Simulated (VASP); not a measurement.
# InSb3 (Pm-3m) in VASP: notebook, part 2 of 2

VASP 6.6.1. Earlier steps stand in the parts before.

## 6. Single point, LDA (strained)

File INCAR:

```
ALGO = Normal
EDIFF = 1E-6
ENCUT = 500
GGA = CA
GGA_COMPAT = F
ISIF = 2
ISMEAR = 0
LASPH = T
LCHARG = F
LREAL = F
LWAVE = F
NBANDS = 22
NELM = 120
PREC = Accurate
SIGMA = 0.1
```

File KPOINTS:

```
k-points
0
Gamma
  10 10 10
```

File POSCAR:

```
InSb3
1.0
    5.0180874663      0.0000000000      0.0000000000
    0.0000000000      5.0180874663      0.0000000000
    0.0000000000      0.0000000000      5.0180874663
In Sb
1 3
Direct
    0.0000000000      0.0000000000      0.0000000000
    0.5000000000      0.0000000000      0.5000000000
    0.0000000000      0.5000000000      0.5000000000
    0.5000000000      0.5000000000      0.0000000000
```

Potentials or basis: VASP PAW LDA potentials, release 64 (In_d, Sb).

Started as:

```
$ cat potpaw_LDA.64/In_d/POTCAR potpaw_LDA.64/Sb/POTCAR > POTCAR
$ mpirun -np 1 vasp_std > vasp.out
```

OUTCAR:

```text
EDIFF = 1E-6
   ENCUT = 500
   GGA = CA
   ISIF = 2
   ISMEAR = 0
   LASPH = T
   LREAL = F
   NELM = 120
   PREC = Accurate

 ion  position               nearest neighbor table
   1  0.000  0.000  0.000-   2 3.55   3 3.55   4 3.55   2 3.55   3 3.55   3 3.55   4 3.55   3 3.55
                             2 3.55   4 3.55   2 3.55   4 3.55
   2  0.500  0.000  0.500-   1 3.55   3 3.55   4 3.55   1 3.55   4 3.55   3 3.55   4 3.55   4 3.55
                             1 3.55   3 3.55   1 3.55   3 3.55
   3  0.000  0.500  0.500-   1 3.55   2 3.55   4 3.55   1 3.55   4 3.55   1 3.55   2 3.55   1 3.55
                             2 3.55   4 3.55   4 3.55   2 3.55
   4  0.500  0.500  0.000-   1 3.55   2 3.55   3 3.55   2 3.55   3 3.55   1 3.55   2 3.55   2 3.55
                             1 3.55   3 3.55   3 3.55   1 3.55

  LATTYP: Found a simple cubic cell.
 ALAT       =     5.0180874663

  Lattice vectors:

 A1 = (   5.0180874663,   0.0000000000,   0.0000000000)
 A2 = (   0.0000000000,   5.0180874663,   0.0000000000)
 A3 = (   0.0000000000,   0.0000000000,   5.0180874663)

Analysis of symmetry for initial positions (statically):
=====================================================================
 Subroutine PRICEL returns:
 Original cell was already a primitive cell.

 Routine SETGRP: Setting up the symmetry group for a
 simple cubic supercell.

 Subroutine GETGRP returns: Found 48 space group operations
 (whereof 48 operations were pure point group operations)
 out of a pool of 48 trial point group operations.

The static configuration has the point symmetry O_h .

Analysis of symmetry for dynamics (positions and initial velocities):
=====================================================================
 Subroutine PRICEL returns:
 Original cell was already a primitive cell.

 Routine SETGRP: Setting up the symmetry group for a
 simple cubic supercell.

 Subroutine GETGRP returns: Found 48 space group operations
 (whereof 48 operations were pure point group operations)
 out of a pool of 48 trial point group operations.

The dynamic configuration has the point symmetry O_h .

 Subroutine INISYM returns: Found 48 space group operations
 (whereof 48 operations are pure point group operations),
 and found     1 'primitive' translations

----------------------------------------------------------------------------------------

                                     Primitive cell

  volume of cell :     126.3615

  direct lattice vectors                    reciprocal lattice vectors
     5.018087466  0.000000000  0.000000000     0.199279109  0.000000000  0.000000000
     0.000000000  5.018087466  0.000000000     0.000000000  0.199279109  0.000000000
     0.000000000  0.000000000  5.018087466     0.000000000  0.000000000  0.199279109

  length of vectors
     5.018087466  5.018087466  5.018087466     0.199279109  0.199279109  0.199279109

  position of ions in fractional coordinates (direct lattice)
     0.000000000  0.000000000  0.000000000
     0.500000000  0.000000000  0.500000000
     0.000000000  0.500000000  0.500000000
     0.500000000  0.500000000  0.000000000

[... 27 lines left out ...]

 Subroutine IBZKPT returns following result:
 ===========================================

 Found     56 irreducible k-points:

 Following reciprocal coordinates:
            Coordinates               Weight
  0.000000  0.000000  0.000000      1.000000
  0.100000  0.000000  0.000000      6.000000
  0.200000  0.000000  0.000000      6.000000
  0.300000  0.000000  0.000000      6.000000
  0.400000  0.000000  0.000000      6.000000
  0.500000  0.000000  0.000000      3.000000
[... 16 lines left out ...]
  0.200000  0.100000  0.100000     24.000000
  0.300000  0.100000  0.100000     24.000000
 [... further k-points ...]
   k-points           NKPTS =     56   k-points in BZ     NKDIM =     56   number of bands    NBANDS=     22
   number of dos      NEDOS =    301   number of ions     NIONS =      4
   total plane-waves  NPLWV =  64000
   dimension x,y,z NGX =    40 NGY =   40 NGZ =   40
   dimension x,y,z NGXF=    80 NGYF=   80 NGZF=   80
   ions per type =               1   3
   NGX,Y,Z   is equivalent  to a cutoff of  13.25, 13.25, 13.25 a.u.
   NGXF,Y,Z  is equivalent  to a cutoff of  26.50, 26.50, 26.50 a.u.
 SYSTEM =  unknown system
   PREC   = accura    normal or accurate (medium, high low for compatibility)
   ISTART =      0    job   : 0-new  1-cont  2-samecut
   ICHARG =      2    charge: 1-file 2-atom 10-const
   ISPIN  =      1    spin polarized calculation?
   LNONCOLLINEAR =      F non collinear calculations
   LSORBIT =      F    spin-orbit coupling
   LASPH  =      T    aspherical Exc in radial PAW
   ENCUT  =  500.0 eV  36.75 Ry    6.06 a.u.   9.15  9.15  9.15*2*pi/ulx,y,z
   NELM   =    120;   NELMIN=  2; NELMDL= -5     # of ELM steps
   EDIFF  = 0.1E-05   stopping-criterion for ELM
   LREAL  =      F    real-space projection
   EDIFFG = 0.1E-04   stopping-criterion for IOM
   NSW    =      0    number of steps for IOM
   IBRION =     -1    ionic relax: 0-MD 1-quasi-New 2-CG
   NFREE  =      0    steps in history (QN), initial steepest desc. (CG)
   ISIF   =      2    stress and relaxation
   ISYM   =      2    0-nonsym 1-usesym 2-fastsym
   POTIM  = 0.5000    time-step for ionic-motion
   TEBEG  =    0.0;   TEEND  =   0.0 temperature during run
   PSTRESS=    0.0 pullay stress
   NELECT =      28.0000    total number of electrons
   NUPDOWN=      -1.0000    fix difference up-down
   EMIN   =  10.00;   EMAX   =-10.00  energy-range for DOS
   EFERMI =   0.00;   METHOD = LEGACY
   ISMEAR =     0;   SIGMA  =   0.10  broadening in eV -4-tet -1-fermi 0-gaus
   EFERMI_NEDOS =   21; number of points for ismear=-14 and -15
   IALGO  =     38    algorithm
   IMIX   =      4    mixing-type and parameters
     AMIX     =   0.40;   BMIX     =  1.00
     AMIX_MAG =   1.60;   BMIX_MAG =  1.00
  volume/ion in A,a.u.               =      31.59       213.18
  Fermi-wavevector in a.u.,A,eV,Ry     =   0.990655  1.872067 13.352732  0.981398
  Thomas-Fermi vector in A             =   2.122341
   LORBIT       =      0    0 simple, 1 ext, 2 COOP (PROOUT), +10 PAW based schemes
   GGA     = CA    functional components
   LHFCALC =     F    Hartree Fock is set to
   AEXX    =    0.0000 exact exchange contribution
   IVDW    =     0    specifies the selected vdW correction
   LEPSILON=     F    determine dielectric tensor
   LRPA    =     F    only Hartree local field effects (RPA)
 non-spin polarized calculation
 Gauss-broadening in eV      SIGMA  =   0.10
  energy-cutoff  :      500.00
  volume of cell :      126.36
 maximum number of plane-waves:      3228
 NGX is ok and might be reduce to    40
   NGX = 19   NGY = 19   NGZ = 19

 number of electron      28.0000016 magnetization

 Free energy of the ion-electron system (eV)
  ---------------------------------------------------
  ext. energy  EPLUGINS =         0.00000000
  ---------------------------------------------------
  free energy    TOTEN  =       -16.32493371 eV

  energy without entropy =      -16.31347285  energy(sigma->0) =      -16.31920328

 E-fermi :   6.0593     XC(G=0):  -9.6873

 val. band max:        6.0230784908   @ k =   0.2000   0.1000   0.0000
 cond. band min:       6.0715601788   @ k =   0.3000   0.1000   0.0000
 fundamental gap:      0.0484816880
 Fermi energy:         6.0593382851

 k-point     1 :       0.0000    0.0000    0.0000
  band No.  band energies     occupation
      1      -8.1812      2.00000
      2      -8.1812      2.00000
      3      -8.1733      2.00000
      4      -8.1733      2.00000
      5      -8.1733      2.00000
      6      -5.1888      2.00000
[... 589 lines left out ...]
     21      10.7844      0.00000
     22      11.7947      0.00000

 [... further k-points ...]

------------------------ aborting loop because EDIFF is reached ----------------------------------------

  FORCE on cell =-STRESS in cart. coord.  units (eV):
  Direction    XX          YY          ZZ          XY          YZ          ZX
  --------------------------------------------------------------------------------------
  -------------------------------------------------------------------------------------
  Total       -6.2202538     -6.2202538     -6.2202538      0.0000000      0.0000000      0.0000000
  in kB      -78.8685777    -78.8685777    -78.8685777      0.0000000      0.0000000      0.0000000
  external PRESSURE =     -78.8685777 kB  Pullay stress =       0.0000000 kB

 VOLUME and BASIS-vectors are now :
 -----------------------------------------------------------------------------
  energy-cutoff  :      500.00
  volume of cell :      126.36
      direct lattice vectors                 reciprocal lattice vectors
     5.018087466  0.000000000  0.000000000     0.199279109  0.000000000  0.000000000
     0.000000000  5.018087466  0.000000000     0.000000000  0.199279109  0.000000000
     0.000000000  0.000000000  5.018087466     0.000000000  0.000000000  0.199279109

 POSITION                                       TOTAL-FORCE (eV/Angst)
 -----------------------------------------------------------------------------------
      0.00000      0.00000      0.00000         0.000000      0.000000      0.000000
      2.50904      0.00000      2.50904         0.000000      0.000000      0.000000
      0.00000      2.50904      2.50904         0.000000      0.000000      0.000000
      2.50904      2.50904      0.00000         0.000000      0.000000      0.000000
 -----------------------------------------------------------------------------------
    total drift:                               -0.000000     -0.000000     -0.000000

  FREE ENERGIE OF THE ION-ELECTRON SYSTEM (eV)
  ---------------------------------------------------
  free  energy   TOTEN  =       -16.3249337124 eV

  energy  without entropy=      -16.3134728506  energy(sigma->0) =      -16.31920328
```

OSZICAR:

```text
N       E                     dE             d eps       ncg     rms          rms(c)
DAV:   1     0.181785610401E+03    0.18179E+03   -0.10520E+04  2464   0.111E+03
DAV:   2    -0.938274955309E+00   -0.18272E+03   -0.17658E+03  2784   0.272E+02
DAV:   3    -0.158654582545E+02   -0.14927E+02   -0.14448E+02  3092   0.821E+01
DAV:   4    -0.163526371370E+02   -0.48718E+00   -0.48575E+00  2830   0.165E+01
DAV:   5    -0.163755899360E+02   -0.22953E-01   -0.22951E-01  3694   0.355E+00    0.281E+00
DAV:   6    -0.163392866922E+02    0.36303E-01   -0.42720E-02  3044   0.207E+00    0.154E+00
DAV:   7    -0.163252403794E+02    0.14046E-01   -0.31100E-02  3226   0.124E+00    0.120E-01
DAV:   8    -0.163249484252E+02    0.29195E-03   -0.19536E-03  2976   0.468E-01    0.466E-02
DAV:   9    -0.163249333439E+02    0.15081E-04   -0.71254E-05  3424   0.640E-02    0.202E-02
DAV:  10    -0.163249337124E+02   -0.36851E-06   -0.61268E-06  2936   0.135E-02
   1 F= -.16324934E+02 E0= -.16319203E+02  d E =-.114609E-01
```

stdout:

```text
POSCAR found type information on POSCAR InSb
 POSCAR found :  2 types and       4 ions
 scaLAPACK will be used
 LDA part: xc-table for (Slater(with rela. corr.)+CA(PZ))
 , standard interpolation
 POSCAR, INCAR and KPOINTS ok, starting setup
 FFT: planning ... GRIDC
 FFT: planning ... GRID_SOFT
 FFT: planning ... GRID
 WAVECAR not read
 entering main loop
```

Wall time 1.9 min (1 thread of Intel Xeon 8259CL, shared host); peak memory 0.25 GiB.

Results:

- Free energy: -16.3249 eV
- Pressure: -7.9 GPa
- Band gap on the k mesh: zero (bands 14 and 15 overlap by 3.77 eV)

Levels at points of the mesh, in eV from the Fermi level:
```csv
k point,band 11,band 12,band 13,band 14,band 15,band 16,band 17,band 18
"(0.00, 0.00, 0.00)",-3.58,-3.58,0.46,0.46,0.46,1.63,1.63,1.63
"(0.50, 0.00, 0.00)",-2.39,-1.64,-1.64,-0.77,-0.57,1.44,1.90,1.90
"(0.50, 0.50, 0.00)",-1.46,-1.46,-1.02,-0.83,-0.83,-0.59,1.32,2.78
"(0.50, 0.50, 0.50)",-4.15,-4.15,-4.15,2.95,2.95,3.01,3.01,3.01
```

Caveat: the cell differs from its parent crystal (strained); the cell stands under tension; spin-orbit coupling is left out, which moves the levels of the heavy elements.

## 7. The runs side by side

```tsv
task	level	potentials or basis	cell	k mesh	cutoff (eV)	gap on the mesh (eV)	pressure (GPa)
single point	PBEsol	VASP PAW PBE potentials, release 64 (In_d, Sb)	a = 4.806 Å, 4 atoms	4 × 4 × 4	520	none	-2.4
single point	PBEsol	VASP PAW PBE potentials, release 64 (In_d, Sb)	a = 4.728 Å, 4 atoms	10 × 10 × 10	520	none	0.0
relaxation of cell and atoms	PBEsol	VASP PAW PBE potentials, release 64 (In_d, Sb)	relaxed from a = 4.806 Å, 4 atoms	10 × 10 × 10	600	none	0.0
single point	PBEsol	VASP PAW PBE potentials, release 64 (In_d, Sb)	a = 4.890 Å, 4 atoms	10 × 10 × 10	500	none	-4.8
single point	LDA	VASP PAW LDA potentials, release 64 (In_d, Sb)	a = 5.018 Å, 4 atoms	10 × 10 × 10	500	none	-7.9
```

Alike in all rows: no spin polarisation; smearing gaussian 0.1 eV.

Caveats: spin-orbit coupling is left out, which moves the levels of the heavy elements; the PAW data sets were made with another functional, which shifts forces and pressure a little (at least some runs); the cell stands under tension (at least some runs).

Total energies depend on the potentials used, so only differences within one code and one set of settings carry meaning.

The gap in the log of VASP goes by the Fermi energy; the results here count the filled bands.